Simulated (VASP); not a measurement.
Runs of VASP 6.6.1 on Na. The structure is that of space group R-3m (No. 166), or close to it. The cells are those of the table. 

```csv
cell,further INCAR settings,gap on the mesh (eV),pressure (GPa)
"a = 3.535 Å, angles 105.7°, 1 atom",ALGO = Fast; EDIFF = 1e-06; NBANDS = 10,none,-0.2
"a = 4.191 Å, angles 115.8°, 1 atom",ALGO = Fast; EDIFF = 1e-07; NBANDS = 10,none,1.2
"a = 4.424 Å, angles 117.0°, 1 atom",ALGO = Fast; EDIFF = 1e-07; NBANDS = 10,none,2.9
"a = 3.996 Å, angles 114.3°, 1 atom",ALGO = Fast; EDIFF = 1e-07; NBANDS = 10,none,0.3
"a = 3.608 Å, angles 108.0°, 1 atom",ALGO = Fast; EDIFF = 1e-07; NBANDS = 10,none,-0.2
"a = 3.446 Å, angles 101.6°, 1 atom",ALGO = Fast; EDIFF = 1e-07; NBANDS = 10,none,(a)
```

Alike in all rows: task single point; level PBE; potentials or basis VASP PAW PBE potentials, release 64 (Na_pv); no spin polarisation; k mesh 18 × 18 × 18; cutoff (eV) 520; smearing gaussian 0.15 eV.

**Question.** Fill in the values left out.

**Answer.** (a) 0.1.

A gap of «none» marks levels without a gap at the run's occupations.
